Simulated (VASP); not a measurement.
## Pt: single point with r2SCAN

Crystal: Pt.

```
Pt
1.0
    -1.58422    1.58422    1.58422
     1.58422   -1.58422    1.58422
     1.58422    1.58422   -1.58422
Pt
1
Cartesian
  0.0000 0.0000 0.0000
```

```yaml
Program: VASP 6.6.1
Task: single point
Functional: r2SCAN
Potentials_or_basis: VASP PAW PBE potentials, release 64 (Pt)
Cutoff: 520 eV
k_mesh: 12 × 12 × 12
Occupations: methfessel-paxton, width 0.1 eV
Spin: no spin polarisation
```

```json
{"Pressure": "-6.5 GPa", "Band gap on the k mesh": "zero (band 5 reaches 10.88 eV, above the bottom of band 6 at 8.59 eV)"}
```

Levels at points of the mesh, in eV from the Fermi level:
| k point | band 3 | band 4 | band 5 | band 6 | band 7 | band 8 |
| --- | --- | --- | --- | --- | --- | --- |
| (0.00, 0.00, 0.00) | -3.48 | -3.48 | -1.00 | -1.00 | 18.19 | 18.19 |
| (0.50, 0.00, 0.00) | -1.17 | -0.69 | 0.57 | 1.18 | 6.65 | 14.17 |
| (0.50, 0.50, 0.50) | 0.64 | 0.64 | 0.64 | 8.19 | 8.19 | 8.19 |

Run time: 19 s on 1 thread of Intel(R) Xeon(R) 6975P-C (Granite Rapids) (shared host), peak memory 0.13 GiB.

Caveat: the PAW data sets were made with another functional, which shifts forces and pressure a little; spin-orbit coupling is left out, which moves the levels of the heavy elements.
